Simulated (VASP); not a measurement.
Input of a VASP 6.6.1 run:

The input INCAR:

```
  PREC = Accurate
  ENCUT = 520
  EDIFF = 1E-6
  ISMEAR = 0
  SIGMA = 0.02
  LREAL = F
  LASPH = T
  NELM = 80
  ALGO = Normal
  ISIF = 2
  LWAVE = F
  LCHARG = F
  GGA = PS
  NBANDS = 14
```

The input KPOINTS:

```
Automatic mesh
0
Gamma
  6 6 6
```

The input POSCAR:

```
NaCl
1.0
    3.6032982253      0.0000000000      0.0000000000
    0.0000000000      3.3931668253      0.0000000000
    0.0000000000      0.0000000000      3.3931668253
Na Cl
1 1
Direct
   -0.0085660687      0.0000000000      0.0000000000
    0.5085660687      0.5000000000      0.5000000000
```

Potentials or basis: VASP PAW PBE potentials, release 64 (Na_pv, Cl).

The run is started by

```console
$ cat potpaw_PBE.64/Na_pv/POTCAR potpaw_PBE.64/Cl/POTCAR > POTCAR
$ mpirun -np 1 vasp_std > vasp.out
```

**Question.** Estimate the band gap on the k mesh.

**Answer.** 3.76 eV, indirect (least direct gap 4.24 eV).

**Question.** What does it give for the largest force?

**Answer.** 0.024 eV/Å.

**Question.** What does it give for the pressure?

**Answer.** -0.2 GPa.

Stress tensor (GPa, compression positive):
```
-3.30  0.00  0.00
 0.00  1.29  0.00
 0.00  0.00  1.29
```

Caveat: the cell differs from its parent crystal (strained and its atoms moved); the PAW data sets were made with another functional, which shifts forces and pressure a little. A k mesh can miss the band edges.
